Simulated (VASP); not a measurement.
A run of VASP 6.6.1:

Contents of INCAR:

```
PREC = Accurate
ENCUT = 520
EDIFF = 1E-6
ISMEAR = 0
SIGMA = 0.1
LREAL = False
LASPH = True
NELM = 60
ALGO = Normal
ISIF = 2
LWAVE = False
LCHARG = True
GGA = PE
LELF = True
LVHAR = True
NBANDS = 37
```

File KPOINTS:

```
Automatic mesh
0
Gamma
  4 4 2
```

The input POSCAR:

```
Rb3LuBe2
1.0
    5.3446162852      0.0000000000      0.0000000000
    0.0000000000      5.3446162852      0.0000000000
    0.0000000000      0.0000000000      8.5702909539
Rb Lu Be
3 1 2
Direct
    0.5000000000      0.5000000000      0.0000000000
    0.0000000000      0.5000000000      0.3742511440
    0.5000000000      0.0000000000      0.6257488560
    0.0000000000      0.0000000000      0.0000000000
    0.0000000000      0.5000000000      0.8203561862
    0.5000000000      0.0000000000      0.1796438138
```

Potentials or basis: VASP PAW PBE potentials, release 64 (Rb_sv, Lu, Be).

Run with:

```console
$ cat potpaw_PBE.64/Rb_sv/POTCAR potpaw_PBE.64/Lu/POTCAR potpaw_PBE.64/Be/POTCAR > POTCAR
$ mpirun -np 1 vasp_std > vasp.out
```

Hardware: 1 thread of Intel(R) Xeon(R) 6975P-C (Granite Rapids) (shared host).

Problem. How long does it take, and how much memory?

Solution. Wall time 54 s on 1 thread of Intel(R) Xeon(R) 6975P-C (Granite Rapids) (shared host), peak memory 0.37 GiB. Counts: scf iterations 14, k points 12.
